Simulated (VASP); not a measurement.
As:

```
As
1.0
     2.73926    0.00000    0.00000
     0.00000    2.73926    0.00000
     0.00000    0.00000    2.73926
As
1
Direct
  0.50000 0.50000 0.50000
```

Base run:

- Program: VASP 6.6.1
- Functional: r2SCAN
- Potentials or basis: VASP PAW PBE potentials, release 64 (As)
- Cutoff: 520 eV
- k mesh: 10 × 10 × 10
- Occupations: fermi-dirac, width 0.05 eV
- Spin: no spin polarisation

Its results: pressure -3.4 GPa.

Question: The run is repeated on the same cell with these changes: functional from r2SCAN to PBEsol. What comes out?

Answer: Pressure -4.4 GPa.

Caveats: the PAW data sets were made with another functional, which shifts forces and pressure a little.
